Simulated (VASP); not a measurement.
A run of VASP 6.6.1:

INCAR

```
PREC     = Accurate       # precision mode
ENCUT    = 500            # plane-wave cutoff, eV
EDIFF    = 1E-6           # SCF threshold, eV
ISMEAR   = 0              # smearing method
SIGMA    = 0.1            # smearing width, eV
LREAL    = F              # projectors in reciprocal space
LASPH    = T              # aspherical terms in the spheres
NELM     = 120            # most SCF steps
ALGO     = Normal         # electronic algorithm
ISIF     = 2              # what is computed and relaxed
LWAVE    = F              # write WAVECAR
LCHARG   = T              # write CHGCAR
GGA      = PS             # functional
LELF     = T              # ELF
LVHAR    = T            
NBANDS   = 10             # bands
GGA_COMPAT= F
```

The input KPOINTS:

```
regular mesh
0
Gamma
  12 12 12
```

The input POSCAR:

```
Ir
1.0
    0.0000000000      1.9156000000      1.9156000000
    1.9156000000      0.0000000000      1.9156000000
    1.9156000000      1.9156000000      0.0000000000
Ir
1
Direct
    0.0000000000      0.0000000000      0.0000000000
```

Potentials or basis: VASP PAW PBE potentials, release 64 (Ir).

Run with:

```bash
$ cat potpaw_PBE.64/Ir/POTCAR > POTCAR
$ mpirun -np 1 vasp_std > vasp.out
```

Hardware: 1 thread of Intel(R) Xeon(R) 6975P-C (Granite Rapids), on a shared host.

How long does it take, and how much memory?

Wall time 5.2 s on 1 thread of Intel(R) Xeon(R) 6975P-C (Granite Rapids), with other jobs on the host, peak memory 0.12 GiB. Counts: scf iterations 12, k points 72.
